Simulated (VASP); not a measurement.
# Si7O12 in VASP: single point with PBEsol

Aim: the single point of Si7O12 with PBEsol.

Program: VASP 6.6.1. These are calculated values, not measurements. Logs are shortened: lines on timing, memory, paths and dates and some standing lists are left out, and cuts for length are marked.

## Step 1: The cell of the first run

The cell holds a slab with vacuum, 19 atoms: a = 4.947 Å, b = 5.440 Å, c = 23.569 Å, α = 90.00°, β = 90.00°, γ = 90.00°.

## Step 2: Single point, PBEsol

INCAR reads:

```
SYSTEM = Si7O12
ALGO = Normal
DIPOL = 0.5 0.5 0.500
EDIFF = 1E-6
ENCUT = 520
GGA = PS
IDIPOL = 3
ISIF = 2
ISMEAR = 0
LASPH = .True.
LCHARG = .True.
LDIPOL = .True.
LELF = .True.
LREAL = Auto
LVACPOTAV = .True.
LVHAR = .True.
LWAVE = .False.
NBANDS = 65
NELM = 60
PREC = Accurate
SIGMA = 0.05
```

KPOINTS reads:

```
k-points
0
Gamma
  6 5 1
  0 0 0
```

POSCAR reads:

```
Si7O12
1.0
    4.9474803995      0.0000000000      0.0000000000
    0.0000000000      5.4404979160      0.0000000000
    0.0000000000      0.0000000000     23.5694967576
Si O
7 12
Direct
    0.9053209270      0.4345632152      0.3140537270
    0.2710208494      0.1646275915      0.4039171830
    0.7743203367      0.8310719555      0.4135443101
    0.4781775833      0.5000339592      0.5000000038
    0.7743204412      0.1689960110      0.5864556964
    0.2710209121      0.8354403681      0.5960827998
    0.9053211759      0.5655047661      0.6859462880
    0.1552423721      0.2805256025      0.3451568614
    0.7967166035      0.6241790554      0.3642328860
    0.5695797691      0.0483567820      0.3923806802
    0.0692992082      0.9492969705      0.4256952364
    0.2882744484      0.3778919515      0.4517854549
    0.6672794007      0.7118960566      0.4723194485
    0.6672795093      0.2881719663      0.5276805608
    0.2882744177      0.6221759273      0.5482145457
    0.0692992497      0.0507709320      0.5743047342
    0.5695798332      0.9517111695      0.6076192972
    0.7967168175      0.3758887923      0.6357671589
    0.1552425054      0.7195424243      0.6548431279
```

Potentials or basis: VASP PAW PBE potentials, release 64 (Si, O).

On the command line:

```console
> cat potpaw_PBE.64/Si/POTCAR potpaw_PBE.64/O/POTCAR > POTCAR
> mpirun -np 1 vasp_std > vasp.out
```

OUTCAR:

```text
SYSTEM = Si7O12
   EDIFF = 1E-6
   ENCUT = 520
   GGA = PS
   ISIF = 2
   ISMEAR = 0
   LASPH = .True.
   LREAL = Auto
   NELM = 60
   PREC = Accurate

 ion  position               nearest neighbor table
   1  0.905  0.435  0.314-   9 1.66   8 1.66
   2  0.271  0.165  0.404-  12 1.62  11 1.62   8 1.63  10 1.63   3 3.06   4 3.08   3 3.09
   3  0.774  0.831  0.414-  13 1.62  11 1.62   9 1.62  10 1.63   2 3.06   4 3.09   2 3.09
   4  0.478  0.500  0.500-  15 1.62  12 1.62  14 1.62  13 1.62   6 3.08   2 3.08   3 3.09   5 3.09

   5  0.774  0.169  0.586-  14 1.62  16 1.62  18 1.62  17 1.63   6 3.06   4 3.09   6 3.09
   6  0.271  0.835  0.596-  15 1.62  16 1.62  19 1.63  17 1.63   5 3.06   4 3.08   5 3.09
   7  0.905  0.566  0.686-  18 1.66  19 1.66
   8  0.155  0.281  0.345-   2 1.63   1 1.66
   9  0.797  0.624  0.364-   3 1.62   1 1.66
  10  0.570  0.048  0.392-   2 1.63   3 1.63
  11  0.069  0.949  0.426-   3 1.62   2 1.62
  12  0.288  0.378  0.452-   4 1.62   2 1.62
  13  0.667  0.712  0.472-   3 1.62   4 1.62
  14  0.667  0.288  0.528-   5 1.62   4 1.62
  15  0.288  0.622  0.548-   4 1.62   6 1.62
  16  0.069  0.051  0.574-   5 1.62   6 1.62
  17  0.570  0.952  0.608-   6 1.63   5 1.63
  18  0.797  0.376  0.636-   5 1.62   7 1.66
  19  0.155  0.720  0.655-   6 1.63   7 1.66

  LATTYP: Found a simple orthorhombic cell.
 ALAT       =     4.9474803995
 B/A-ratio  =     1.0996502213
 C/A-ratio  =     4.7639393902

  Lattice vectors:

 A1 = (   4.9474803995,   0.0000000000,   0.0000000000)
 A2 = (   0.0000000000,   5.4404979160,   0.0000000000)
 A3 = (   0.0000000000,   0.0000000000,  23.5694967576)

Analysis of symmetry for initial positions (statically):
=====================================================================
 Subroutine PRICEL returns:
 Original cell was already a primitive cell.

 Routine SETGRP: Setting up the symmetry group for a
 simple orthorhombic supercell.

 Subroutine GETGRP returns: Found  2 space group operations
 (whereof  1 operations were pure point group operations)
 out of a pool of  8 trial point group operations.

The static configuration has the point symmetry C_1 .
 The point group associated with its full space group is C_2 .

Analysis of symmetry for dynamics (positions and initial velocities):
=====================================================================
 Subroutine PRICEL returns:
 Original cell was already a primitive cell.

 Routine SETGRP: Setting up the symmetry group for a
 simple orthorhombic supercell.

 Subroutine GETGRP returns: Found  2 space group operations
 (whereof  1 operations were pure point group operations)
 out of a pool of  8 trial point group operations.

The dynamic configuration has the point symmetry C_1 .
 The point group associated with its full space group is C_2 .

 Subroutine INISYM returns: Found  2 space group operations
 (whereof  1 operations are pure point group operations),
 and found     1 'primitive' translations

----------------------------------------------------------------------------------------

                                     Primitive cell

  volume of cell :     634.4144

  direct lattice vectors                    reciprocal lattice vectors
     4.947480399  0.000000000  0.000000000     0.202123085  0.000000000  0.000000000
     0.000000000  5.440497916  0.000000000     0.000000000  0.183806706  0.000000000
     0.000000000  0.000000000 23.569496758     0.000000000  0.000000000  0.042427720

  length of vectors
     4.947480399  5.440497916 23.569496758     0.202123085  0.183806706  0.042427720

  position of ions in fractional coordinates (direct lattice)
     0.905320927  0.434563215  0.314053727
     0.271020849  0.164627592  0.403917183
     0.774320337  0.831071956  0.413544310
     0.478177583  0.500033959  0.500000004
     0.774320441  0.168996011  0.586455696
     0.271020912  0.835440368  0.596082800
[... 11 lines left out ...]
     0.796716817  0.375888792  0.635767159
     0.155242505  0.719542424  0.654843128

  ion indices of the primitive-cell ions
   primitive index   ion index
                 1           1
                 2           2
                 3           3
                 4           4
                 5           5
                 6           6
[... 11 lines left out ...]
                18          18
                19          19

----------------------------------------------------------------------------------------

 KPOINTS: k-points

Automatic generation of k-mesh.
 Grid dimensions read from file:
 generate k-points for:    6    5    1

 Generating k-lattice:

  Cartesian coordinates                     Fractional coordinates (reciprocal lattice)
     0.033687181  0.000000000  0.000000000     0.166666667  0.000000000  0.000000000
     0.000000000  0.036761341  0.000000000     0.000000000  0.200000000  0.000000000
     0.000000000  0.000000000  0.042427720     0.000000000  0.000000000  1.000000000

  Length of vectors
     0.033687181  0.036761341  0.042427720

  Shift w.r.t. Gamma in fractional coordinates (k-lattice)
     0.000000000  0.000000000  0.000000000

 Subroutine IBZKPT returns following result:
 ===========================================

 Found     12 irreducible k-points:

 Following reciprocal coordinates:
            Coordinates               Weight
  0.000000  0.000000  0.000000      1.000000
  0.166667  0.000000  0.000000      2.000000
  0.333333  0.000000  0.000000      2.000000
  0.500000  0.000000  0.000000      1.000000
  0.000000  0.200000  0.000000      2.000000
  0.166667  0.200000  0.000000      4.000000
  0.333333  0.200000  0.000000      4.000000
  0.500000  0.200000  0.000000      2.000000
  0.000000  0.400000  0.000000      2.000000
  0.166667  0.400000  0.000000      4.000000
  0.333333  0.400000  0.000000      4.000000
  0.500000  0.400000  0.000000      2.000000
   k-points           NKPTS =     12   k-points in BZ     NKDIM =     12   number of bands    NBANDS=     65
   number of dos      NEDOS =    301   number of ions     NIONS =     19
   total plane-waves  NPLWV = 288000
   dimension x,y,z NGX =    40 NGY =   40 NGZ =  180
   dimension x,y,z NGXF=    80 NGYF=   80 NGZF=  360
   ions per type =               7  12
   NGX,Y,Z   is equivalent  to a cutoff of  13.44, 12.22, 12.70 a.u.
   NGXF,Y,Z  is equivalent  to a cutoff of  26.88, 24.45, 25.39 a.u.
 SYSTEM =  Si7O12
   PREC   = accura    normal or accurate (medium, high low for compatibility)
   ISTART =      0    job   : 0-new  1-cont  2-samecut
   ICHARG =      2    charge: 1-file 2-atom 10-const
   ISPIN  =      1    spin polarized calculation?
   LNONCOLLINEAR =      F non collinear calculations
   LSORBIT =      F    spin-orbit coupling
   LASPH  =      T    aspherical Exc in radial PAW
   ENCUT  =  520.0 eV  38.22 Ry    6.18 a.u.   9.20 10.12 43.82*2*pi/ulx,y,z
   NELM   =     60;   NELMIN=  2; NELMDL= -5     # of ELM steps
   EDIFF  = 0.1E-05   stopping-criterion for ELM
   LREAL  =      T    real-space projection
   EDIFFG = 0.1E-04   stopping-criterion for IOM
   NSW    =      0    number of steps for IOM
   IBRION =     -1    ionic relax: 0-MD 1-quasi-New 2-CG
   NFREE  =      0    steps in history (QN), initial steepest desc. (CG)
   ISIF   =      2    stress and relaxation
   ISYM   =      2    0-nonsym 1-usesym 2-fastsym
   POTIM  = 0.5000    time-step for ionic-motion
   TEBEG  =    0.0;   TEEND  =   0.0 temperature during run
   PSTRESS=    0.0 pullay stress
   NELECT =     100.0000    total number of electrons
   NUPDOWN=      -1.0000    fix difference up-down
   EMIN   =  10.00;   EMAX   =-10.00  energy-range for DOS
   EFERMI =   0.00;   METHOD = LEGACY
   ISMEAR =     0;   SIGMA  =   0.05  broadening in eV -4-tet -1-fermi 0-gaus
   EFERMI_NEDOS =   21; number of points for ismear=-14 and -15
   IALGO  =     38    algorithm
   IMIX   =      4    mixing-type and parameters
     AMIX     =   0.40;   BMIX     =  1.00
     AMIX_MAG =   1.60;   BMIX_MAG =  1.00
  volume/ion in A,a.u.               =      33.39       225.33
  Fermi-wavevector in a.u.,A,eV,Ry     =   0.884336  1.671152 10.640431  0.782050
  Thomas-Fermi vector in A             =   2.005222
   LORBIT       =      0    0 simple, 1 ext, 2 COOP (PROOUT), +10 PAW based schemes
   GGA     = PS    functional components
   LHFCALC =     F    Hartree Fock is set to
   AEXX    =    0.0000 exact exchange contribution
   IVDW    =     0    specifies the selected vdW correction
   LEPSILON=     F    determine dielectric tensor
   LRPA    =     F    only Hartree local field effects (RPA)
 non-spin polarized calculation
 Gauss-broadening in eV      SIGMA  =   0.05
  energy-cutoff  :      520.00
  volume of cell :      634.41
 maximum number of plane-waves:     17128
 NGX is ok and might be reduce to    40
   NGX = 19   NGY = 21   NGZ = 87

 dipolmoment           0.000000      0.000000     -0.000000 electrons x Angstroem

 number of electron     100.0000002 magnetization

 dipolmoment           0.000000      0.000000      0.000007 electrons x Angstroem

 Free energy of the ion-electron system (eV)
  ---------------------------------------------------
  ext. energy  EPLUGINS =         0.00000000
  ---------------------------------------------------
  free energy    TOTEN  =      -150.00355276 eV

  energy without entropy =     -150.00355276  energy(sigma->0) =     -150.00355276

 E-fermi :  -2.6241     XC(G=0):  -4.3781

 val. band max:       -2.9293138190   @ k =   0.5000   0.4000   0.0000
 cond. band min:       0.7637635402   @ k =   0.0000   0.4000   0.0000
 fundamental gap:      3.6930773593
 Fermi energy:        -2.6240531778

 k-point     1 :       0.0000    0.0000    0.0000
  band No.  band energies     occupation
      1     -23.6077      2.00000
      2     -23.3230      2.00000
      3     -22.5063      2.00000
      4     -22.1226      2.00000
      5     -22.0858      2.00000
      6     -21.8515      2.00000
[... 769 lines left out ...]
     61       4.9745      0.00000
     62       5.1072      0.00000
 [bands above 62 left out]

------------------------ aborting loop because EDIFF is reached ----------------------------------------

  FORCE on cell =-STRESS in cart. coord.  units (eV):
  Direction    XX          YY          ZZ          XY          YZ          ZX
  --------------------------------------------------------------------------------------
  -------------------------------------------------------------------------------------
  Total       -0.2865292      0.5983704      0.8278071      0.0000000      0.0728401      0.0000000
  in kB       -0.7236132      1.5111503      2.0905795      0.0000000      0.1839535      0.0000000
  external PRESSURE =       0.9593722 kB  Pullay stress =       0.0000000 kB

 VOLUME and BASIS-vectors are now :
 -----------------------------------------------------------------------------
  energy-cutoff  :      520.00
  volume of cell :      634.41
      direct lattice vectors                 reciprocal lattice vectors
     4.947480399  0.000000000  0.000000000     0.202123085  0.000000000  0.000000000
     0.000000000  5.440497916  0.000000000     0.000000000  0.183806706  0.000000000
     0.000000000  0.000000000 23.569496758     0.000000000  0.000000000  0.042427720

 POSITION                                       TOTAL-FORCE (eV/Angst)
 -----------------------------------------------------------------------------------
      4.47906      2.36424      7.40209        -0.039745     -0.010342     -0.101926
      1.34087      0.89566      9.52012         0.011793      0.010095     -0.018655
      3.83093      4.52145      9.74703         0.018988      0.002485     -0.001131
      2.36577      2.72043     11.78475        -0.019952      0.000000     -0.000000
      3.83094      0.91942     13.82247         0.018988     -0.002485      0.001131
      1.34087      4.54521     14.04937         0.011793     -0.010095      0.018655
[... 11 lines left out ...]
      3.94174      2.04502     14.98471        -0.012619      0.014985      0.004938
      0.76806      3.91467     15.43432         0.013921     -0.002721      0.019957
 -----------------------------------------------------------------------------------
    total drift:                               -0.002172      0.001539      0.001906

  FREE ENERGIE OF THE ION-ELECTRON SYSTEM (eV)
  ---------------------------------------------------
  free  energy   TOTEN  =      -150.0035527555 eV

  energy  without entropy=     -150.0035527555  energy(sigma->0) =     -150.00355276

 vacuum level on the upper side and lower side of the slab         3.696         3.696
```

Run time: 8.9 min. Hardware: 1 thread of Intel Xeon 6975P-C (Granite Rapids), shared host; peak memory 0.73 GiB.

Results:

```
Free energy            : -150.0036 eV
Largest force          : 0.110 eV/Å
Band gap on the k mesh : 3.69 eV (least direct gap 3.78 eV)
```

Forces in eV/Å, atoms in the order of the input:
```
Si  -0.040 -0.010 -0.102
Si   0.012  0.010 -0.019
Si   0.019  0.002 -0.001
Si  -0.020  0.000  0.000
Si   0.019 -0.002  0.001
Si   0.012 -0.010  0.019
Si  -0.040  0.010  0.102
O    0.014  0.003 -0.020
O   -0.013 -0.015 -0.005
O    0.011  0.007 -0.012
O    0.016 -0.012  0.020
O   -0.017  0.005 -0.005
O    0.007  0.007  0.016
O    0.007 -0.007 -0.016
O   -0.017 -0.005  0.005
O    0.016  0.012 -0.020
O    0.011 -0.007  0.012
O   -0.013  0.015  0.005
O    0.014 -0.003  0.020
```

Levels at points of the mesh, in eV from the valence-band top:
```tsv
k point	band 46	band 47	band 48	band 49	band 50	band 51	band 52	band 53	band 54	band 55
(0.00, 0.00, 0.00)	-1.89	-1.77	-1.66	-0.24	-0.18	3.82	3.84	4.67	5.52	6.16
(0.50, 0.00, 0.00)	-1.76	-1.68	-1.54	-0.06	-0.04	3.82	3.83	5.87	6.06	6.31
```

Caveat: the PAW data sets were made with another functional, which shifts forces and pressure a little.
